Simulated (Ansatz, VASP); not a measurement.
**InSb3: VASP beside Ansatz**

The input INCAR:

```
PREC = Accurate ; ENCUT = 500
EDIFF = 1E-6 ; ISMEAR = -1
SIGMA = 0.1 ; LREAL = False
LASPH = True ; NELM = 120
ALGO = Normal ; ISIF = 2
LWAVE = False ; LCHARG = True
LELF = True ; LVHAR = True
NBANDS = 22 ; GGA_COMPAT = False
```

KPOINTS

```
Automatic mesh
0
Gamma
  4 4 4
```

The input POSCAR:

```
InSb3
1.0
    0.0000000000      3.7945550000      3.7945550000
    3.7945550000      0.0000000000      3.7945550000
    3.7945550000      3.7945550000      0.0000000000
In Sb
1 3
Direct
    0.0000000000      0.0000000000      0.0000000000
    0.2500000000      0.2500000000      0.2500000000
    0.7368232243      0.7631767757      0.7368232243
    0.5000000000      0.5000000000      0.5000000000
```

Input for Ansatz:

```yaml
crystal:
  lattice:
    - [0.0, 3.794555, 3.794555]
    - [3.794555, 0.0, 3.794555]
    - [3.794555, 3.794555, 0.0]
  atoms:
    - { symbol: In, position: [0.0, 0.0, 0.0] }
    - { symbol: Sb, position: [0.25, 0.25, 0.25] }
    - { symbol: Sb, position: [0.7368232243306527, 0.7631767756693473, 0.7368232243306527] }
    - { symbol: Sb, position: [0.5, 0.5, 0.5] }
basis:
  ecutwfc: 571.4391111657479
kpoints:
  mp_grid:
    grid: [4, 4, 4]
hamiltonian:
  xc: lda
  pseudopotentials:
    kind: paw
scf:
  convergence:
    dr2_threshold: 1.0e-07
  occupations:
    method: fermi_dirac
    width: 0.1
output:
  forces: true
```

Alike in both runs: task single point; functional LDA; k mesh 4 × 4 × 4; occupations fermi-dirac, width 0.1 eV; no spin polarisation.

|  | VASP | Ansatz |
| --- | --- | --- |
| version | VASP 6.6.1 | Ansatz 0.2.0 |
| potentials or method | VASP PAW LDA potentials, release 64 (In_d, Sb), cutoff 500 eV | plane waves, PAW |
| valence electrons in the cell | 28 | 58 |

|  | VASP | Ansatz | Ansatz less VASP |
| --- | --- | --- | --- |
| rms of the force components (eV/Å) | 0.025 | 0.027 | +0.0011 |

LDA's correlation is that of Perdew and Zunger in VASP and of Perdew and Wang (1992) in Ansatz. Atom by atom the forces differ by 0.002 eV/Å (rms over components). VASP's potentials hold 28 valence electrons a cell and Ansatz's 58, so a difference there can come from the potentials and not from the codes.

Neither program's run includes spin-orbit coupling.
